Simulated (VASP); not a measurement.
Wanted: the native input for a VASP 6.6.1 run.

| Item | Value |
| --- | --- |
| Task | single point |
| Functional | PBE |
| Potentials or basis | VASP PAW PBE potentials, release 64 (C) |
| Cutoff | 520 eV |
| k mesh | 4 × 3 × 1 |
| Occupations | gaussian, width 0.1 eV |
| Spin | no spin polarisation |
| Dipole correction | yes |
| Further INCAR settings | LREAL = Auto; ALGO = Normal; EDIFF = 1e-06; NBANDS = 58 |

The structure of C lies in POSCAR:

```
C
1.0
    8.5436715397      0.0000000000      0.0000000000
   -2.1359178849      8.6110540261      0.0000000000
    0.0000000000      0.0000000000     20.2788007832
C
21
Direct
    0.0782061927      0.9794914374      0.1972503228
    0.5782061927      0.9794914374      0.1972503228
    0.4115395260      0.9794914374      0.1972503228
    0.9115395260      0.9794914374      0.1972503228
    0.3230790521      0.9589828749      0.2574344515
    0.8230790521      0.9589828749      0.2574344515
    0.1564123854      0.9589828749      0.2574344515
    0.6564123854      0.9589828749      0.2574344515
    0.0669021140      0.9383828210      0.3175270363
    0.5669021140      0.9383828210      0.3175270363
    0.4022889475      0.9383826198      0.3175270428
    0.9022889475      0.9383826198      0.3175270428
    0.3111130272      0.9176686575      0.3778997954
    0.8111130272      0.9176686575      0.3778997954
    0.1477209690      0.9176686633      0.3778997232
    0.6477209690      0.9176686633      0.3778997232
    0.0473696781      0.8987954720      0.4329048592
    0.5473696781      0.8987954720      0.4329048592
    0.4020261490      0.8987947670      0.4329053220
    0.9020261490      0.8987947670      0.4329053220
    0.0473696781      1.1487954720      0.3087565483
```

One way to write it, as run:

INCAR

```
PREC = Accurate ; ENCUT = 520
EDIFF = 1E-6 ; ISMEAR = 0
SIGMA = 0.1 ; LREAL = Auto
LASPH = T ; NELM = 60
ALGO = Normal ; ISIF = 2
LWAVE = F ; LCHARG = F
LDIPOL = T ; IDIPOL = 3
DIPOL = 0.5 0.5 0.316 ; GGA = PE
NBANDS = 58
```

KPOINTS

```
regular mesh
0
Gamma
  4 3 1
```

Potentials or basis: VASP PAW PBE potentials, release 64 (C).

Launch:

```console
$ cat potpaw_PBE.64/C/POTCAR > POTCAR
$ mpirun -np 1 vasp_std > vasp.out
```

It gave:

```json
{
 "Largest force": "5.617 eV/Å",
 "Band gap on the k mesh": "0.02 eV (least direct gap 0.08 eV)"
}
```

Caveat: the smearing spreads over this small gap; semilocal functionals underestimate gaps, and a narrow one can read as zero.

Wall time 32 min on 1 thread of Intel(R) Xeon(R) Platinum 8259CL CPU @ 2.50GHz (Skylake/Cascade Lake) (shared host), peak memory 1.3 GiB.
